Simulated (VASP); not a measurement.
Write the native input for VASP 6.6.1 that does the following.

| Property | Result |
| --- | --- |
| Task | single point |
| Functional | PBEsol |
| Potentials or basis | VASP PAW PBE potentials, release 64 (Ta_pv, N) |
| Cutoff | 520 eV |
| k mesh | 18 × 18 × 16 |
| Occupations | gaussian, width 0.15 eV |
| Spin | no spin polarisation |
| Dipole correction | no |
| Further INCAR settings | ALGO = Normal; EDIFF = 1e-07; NBANDS = 15 |

The structure of TaN lies in POSCAR:

```
TaN
1.0
    2.9971000000      0.0000000000      0.0000000000
   -1.4985500000      2.5955647377      0.0000000000
    0.0000000000      0.0000000000      2.9784000000
Ta N
1 1
Direct
    0.3333333333      0.6666666667      0.5000000000
    0.0000000000      0.0000000000      0.0000000000
```

These files were run (other wordings do the same):

INCAR

```
SYSTEM = TaN
  ALGO = Normal
  EDIFF = 1E-7
  ENCUT = 520
  GGA = PS
  ISIF = 2
  ISMEAR = 0
  LASPH = .True.
  LCHARG = .False.
  LREAL = .False.
  LWAVE = .False.
  NBANDS = 15
  NELM = 60
  PREC = Accurate
  SIGMA = 0.15
```

KPOINTS

```
k-points
0
Gamma
  18 18 16
  0 0 0
```

Potentials or basis: VASP PAW PBE potentials, release 64 (Ta_pv, N).

The run is started by

```console
$ cat potpaw_PBE.64/Ta_pv/POTCAR potpaw_PBE.64/N/POTCAR > POTCAR
$ mpirun -np 1 vasp_std > vasp.out
```

It gave:

```json
{"Pressure": "-25.7 GPa", "Band gap on the k mesh": "zero (band 8 reaches 7.66 eV, above the bottom of band 9 at 7.24 eV)"}
```

Caveat: the PAW data sets were made with another functional, which shifts forces and pressure a little; spin-orbit coupling is left out, which moves the levels of the heavy elements.

Run time: 33 s on 1 thread of Intel(R) Xeon(R) Platinum 8559C (Emerald Rapids), with other jobs on the host, peak memory 0.23 GiB.
